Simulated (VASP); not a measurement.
# Li: single point with PBE

Crystal: Li.

```
Li
1.0
    -1.69717    1.69717    1.69717
     1.69717   -1.69717    1.69717
     1.69717    1.69717   -1.69717
Li
1
Direct
  0.00000 0.00000 0.00000
```

This cell differs from its parent crystal: strained.

```json
{"Program": "VASP 6.6.1", "Task": "single point", "Functional": "PBE", "Potentials or basis": "VASP PAW PBE potentials, release 64 (Li_sv)", "Cutoff": "520 eV", "k mesh": "16 × 16 × 16", "Occupations": "gaussian, width 0.1 eV", "Spin": "no spin polarisation", "Dipole correction": "no", "Further INCAR settings": "ALGO = Normal; EDIFF = 1e-06; NBANDS = 8"}
```

```json
{
  "Band gap on the k mesh": "zero (an odd number of electrons rules out a gap without spin polarisation)"
}
```

Levels at points of the mesh, in eV from the Fermi level:
```tsv
k point	band 1	band 2	band 3	band 4
(0.00, 0.00, 0.00)	-46.46	-3.60	14.99	14.99
(0.50, 0.00, 0.00)	-46.44	0.24	3.39	10.63
(0.50, 0.50, 0.50)	-46.42	5.66	5.66	5.66
```

Wall time 29 s on 1 thread of Intel Xeon 8259CL (shared host), peak memory 0.14 GiB.

Caveat: the cell differs from its parent crystal (strained).
